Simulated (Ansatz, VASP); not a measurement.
Two plane-wave programs on C

Contents of INCAR:

```
PREC = Accurate
ENCUT = 520
EDIFF = 1E-6
ISMEAR = 0
SIGMA = 0.05
LREAL = False
LASPH = True
NELM = 80
ALGO = Normal
ISIF = 2
LWAVE = False
LCHARG = False
GGA = PE
NBANDS = 31
```

Contents of KPOINTS:

```
Automatic mesh
0
Gamma
  12 12 12
```

File POSCAR:

```
C
1.0
    1.2597845300      0.7273369375      9.8141000000
   -1.2597845300      0.7273369375      9.8141000000
    0.0000000000     -1.4546738750      9.8141000000
C
10
Direct
    0.0248257000      0.0248257000      0.0248257000
    0.9751743000      0.9751743000      0.9751743000
    0.1086810650      0.1086810650      0.1086810650
    0.8913189350      0.8913189350      0.8913189350
    0.1583663742      0.1583663742      0.1583663742
    0.8416336258      0.8416336258      0.8416336258
    0.3748589682      0.3748589682      0.3748589682
    0.6251410318      0.6251410318      0.6251410318
    0.4253192967      0.4253192967      0.4253192967
    0.5746807033      0.5746807033      0.5746807033
```

Input for Ansatz:

```yaml
crystal:
  lattice:
    - [1.25978453, 0.7273369375, 9.8141]
    - [-1.25978453, 0.7273369375, 9.8141]
    - [0.0, -1.454673875, 9.8141]
  atoms:
    - { symbol: C, position: [0.0248257, 0.0248257, 0.0248257] }
    - { symbol: C, position: [0.9751743, 0.9751743, 0.9751743] }
    - { symbol: C, position: [0.108681065, 0.108681065, 0.108681065] }
    - { symbol: C, position: [0.891318935, 0.891318935, 0.891318935] }
    - { symbol: C, position: [0.1583663742, 0.1583663742, 0.1583663742] }
    - { symbol: C, position: [0.8416336258, 0.8416336258, 0.8416336258] }
    - { symbol: C, position: [0.3748589682, 0.3748589682, 0.3748589682] }
    - { symbol: C, position: [0.6251410318, 0.6251410318, 0.6251410318] }
    - { symbol: C, position: [0.4253192967, 0.4253192967, 0.4253192967] }
    - { symbol: C, position: [0.5746807033, 0.5746807033, 0.5746807033] }
basis:
  ecutwfc: 520.0
kpoints:
  mp_grid: { grid: [12, 12, 12] }
hamiltonian:
  xc: pbe
  pseudopotentials: { kind: paw, azcp: { folder: soft_1 } }
scf:
  occupations: { method: gaussian, width: 0.05 }
output:
  forces: true
  stress: true
  eigenvalues: true
```

Alike in both runs: task single point; functional PBE; k mesh 12 × 12 × 12; occupations gaussian, width 0.05 eV; no spin polarisation.

```csv
,VASP,Ansatz
version,VASP 6.6.1,Ansatz 0.2.0
potentials or method,"VASP PAW PBE potentials, release 64 (C), cutoff 520 eV","scalar-relativistic, plane waves, PAW"
valence electrons in the cell,40,40
```

Ansatz gave:

| Property | Result |
| --- | --- |
| gap on the k mesh at the Fermi level (eV) | 3.95 |
| least direct gap on the mesh (eV) | 4.81 |
| rms of the force components (eV/Å) | 0.272 |

Question: What did VASP give for the same quantities?

Answer: gap on the k mesh at the Fermi level (eV): 3.93; least direct gap on the mesh (eV): 4.81; rms of the force components (eV/Å): 0.281.

Atom by atom the forces differ by 0.010 eV/Å (rms over components). With one functional, cell and mesh, what is left measures potentials, basis and numerics.
